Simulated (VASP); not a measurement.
Ti:

```
Ti
1.0
     4.56737    0.00000    0.00000
    -2.28369    3.95546    0.00000
     0.00000    0.00000    2.82624
Ti
3
Direct
  0.66667 0.33333 0.50000
  0.33333 0.66667 0.50000
  0.00000 0.00000 0.00000
```

This isn't the form of Ti at room conditions, which is hcp.

- Program: VASP 6.6.1
- Task: relaxation of cell and atoms
- Functional: PBEsol
- Dispersion: D3(BJ)
- Potentials or basis: VASP PAW PBE potentials, release 64 (Ti_sv)
- Cutoff: 600 eV
- k mesh: 7 × 7 × 9
- Occupations: fermi-dirac, width 0.05 eV
- Spin: no spin polarisation

At the start: pressure -9.7 GPa; volume 17.02 Å³/atom.

**Question.** How do energy, volume and symmetry change on relaxing?

**Answer.** Over 5 steps the energy falls by 46.8 meV/atom and the volume is 15.60 Å³/atom (-8.4 %); space group P6/mmm (No. 191, to 0.1 Å) before and after.

The path:
```csv
step,energy change (eV),largest force (eV/Å),pressure (GPa),volume (Å³)
1,0.0000,0.0000,-9.73,51.06
2,-0.0569,0.0000,9.49,43.80
3,-0.1402,0.0000,-0.06,46.78
4,-0.1402,0.0000,0.16,46.69
5,-0.1404,0.0000,-0.09,46.79
```

Final structure:
```
Ti
1.0
     4.43161    0.00000    0.00000
    -2.21581    3.83789    0.00000
     0.00000    0.00000    2.75099
Ti
3
Direct
  0.66667 0.33333 0.50000
  0.33333 0.66667 0.50000
  0.00000 0.00000 0.00000
```

Caveat: the PAW data sets were made with another functional, which shifts forces and pressure a little.
